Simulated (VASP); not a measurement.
Write the native input for VASP 6.6.1 that does the following.

```yaml
Task: electric field gradients
Functional: LDA
Potentials_or_basis: VASP PAW LDA potentials, release 64 (Na_pv, I)
Cutoff: 520 eV
k_mesh: 8 × 8 × 8
Occupations: fermi-dirac, width 0.02 eV
Spin: no spin polarisation
Dipole_correction: no
Further_INCAR_settings: ALGO = Normal; EDIFF = 1e-08; NBANDS = 14
```

The structure of NaI lies in POSCAR:

```
NaI
1.0
    0.0000000000      3.2364000000      3.2364000000
    3.2364000000      0.0000000000      3.2364000000
    3.2364000000      3.2364000000      0.0000000000
Na I
1 1
Direct
    0.0000000000      0.0000000000      0.0000000000
    0.5000000000      0.5000000000      0.5000000000
```

These files were run (other wordings do the same):

INCAR

```
PREC     = Accurate       # precision mode
ENCUT    = 520            # plane-wave cutoff, eV
EDIFF    = 1E-8           # SCF threshold, eV
ISMEAR   = -1             # smearing method
SIGMA    = 0.02           # smearing width, eV
LREAL    = F              # projectors in reciprocal space
LASPH    = T              # aspherical terms in the spheres
NELM     = 100            # most SCF steps
ALGO     = Normal         # electronic algorithm
ISIF     = 2              # what is computed and relaxed
LWAVE    = F              # write WAVECAR
LCHARG   = F              # write CHGCAR
LEFG     = T            
NBANDS   = 14             # bands
```

KPOINTS

```
regular mesh
0
Gamma
  8 8 8
```

Potentials or basis: VASP PAW LDA potentials, release 64 (Na_pv, I).

Launch:

```console
$ cat potpaw_LDA.64/Na_pv/POTCAR potpaw_LDA.64/I/POTCAR > POTCAR
$ mpirun -np 1 vasp_std > vasp.out
```

Results of the run:

```
Pressure               : -1.6 GPa
Band gap on the k mesh : 3.35 eV, direct
```

Caveat: without QUAD_EFG the Cq values of the log hold for a quadrupole moment of 1 mb, not for the nuclei; spin-orbit coupling is left out, which moves the levels of the heavy elements.

Run time: 22 s on 1 thread of Intel(R) Xeon(R) Platinum 8375C CPU @ 2.90GHz (Ice Lake) (shared host), peak memory 0.18 GiB.
